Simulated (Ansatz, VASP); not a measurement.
Ti2W3 in VASP and in Ansatz

INCAR

```
SYSTEM = Ti2W3
ALGO = Fast ; EDIFF = 1E-6
ENCUT = 520 ; GGA = PE
ISIF = 2 ; ISMEAR = 0
LASPH = .TRUE. ; LCHARG = .FALSE.
LREAL = .FALSE. ; LWAVE = .FALSE.
NBANDS = 77 ; NELM = 100
PREC = Accurate ; SIGMA = 0.2
```

KPOINTS

```
k-points
0
G
  8 4 2
  0 0 0
```

File POSCAR:

```
Ti2W3
1.0
    1.5862529000     -2.2742908000      0.0000000000
    4.7587587000      2.2742908000      0.0000000000
    1.5862529000      0.0000000000     11.3997811000
Ti W
4 6
Direct
    0.4022710000      0.4022710000      0.3909160000
    0.9022710000      0.9022710000      0.3909160000
    0.0977290000      0.0977290000      0.6090840000
    0.5977290000      0.5977290000      0.6090840000
    0.0000000000      0.0000000000      0.0000000000
    0.5000000000      0.5000000000      0.0000000000
    0.2011665000      0.2011665000      0.1953340000
    0.7011665000      0.7011665000      0.1953340000
    0.2988335000      0.2988335000      0.8046660000
    0.7988335000      0.7988335000      0.8046660000
```

Input for Ansatz:

```yaml
crystal:
  lattice:
    - [1.5862529, -2.2742908, 0.0]
    - [4.7587587, 2.2742908, 0.0]
    - [1.5862529, 0.0, 11.3997811]
  atoms:
    - { symbol: Ti, position: [0.402271, 0.402271, 0.390916] }
    - { symbol: Ti, position: [0.902271, 0.902271, 0.390916] }
    - { symbol: Ti, position: [0.097729, 0.097729, 0.609084] }
    - { symbol: Ti, position: [0.597729, 0.597729, 0.609084] }
    - { symbol: W, position: [0.0, 0.0, 0.0] }
    - { symbol: W, position: [0.5, 0.5, 0.0] }
    - { symbol: W, position: [0.2011665, 0.2011665, 0.195334] }
    - { symbol: W, position: [0.7011665, 0.7011665, 0.195334] }
    - { symbol: W, position: [0.2988335, 0.2988335, 0.804666] }
    - { symbol: W, position: [0.7988335, 0.7988335, 0.804666] }
basis:
  ecutwfc: 420
kpoints:
  mp_grid: { grid: [8, 4, 2] }
hamiltonian:
  xc: pbe
scf:
  occupations: { method: gaussian, width: 0.2 }
  lower_state_search: "off"
output:
  forces: true
  stress: true
  eigenvalues: true
```

Alike in both runs: task single point; functional PBE; k mesh 8 × 4 × 2; occupations gaussian, width 0.2 eV; no spin polarisation.

|  | VASP | Ansatz |
| --- | --- | --- |
| version | VASP 6.6.1 | Ansatz 0.2.0 |
| potentials or method | VASP PAW PBE potentials, release 64 (Ti_sv, W_sv), cutoff 520 eV | scalar-relativistic, plane waves, PAW |
| valence electrons in the cell | 132 | 132 |

Ansatz gave:

* gap on the k mesh at the Fermi level (eV): none
* pressure (GPa): 0.2
* traceless stress, the component that is largest in VASP (GPa): -0.14
* rms of the force components (eV/Å): 0.020

Problem. Which values does VASP return?

Solution. gap on the k mesh at the Fermi level (eV): none; pressure (GPa): 0.3; traceless stress, the component that is largest in VASP (GPa): -0.14; rms of the force components (eV/Å): 0.021.

Atom by atom the forces differ by 0.011 eV/Å (rms over components). A gap of «none» marks a metal or a gap that the smearing closes.

Spin-orbit coupling is off throughout.
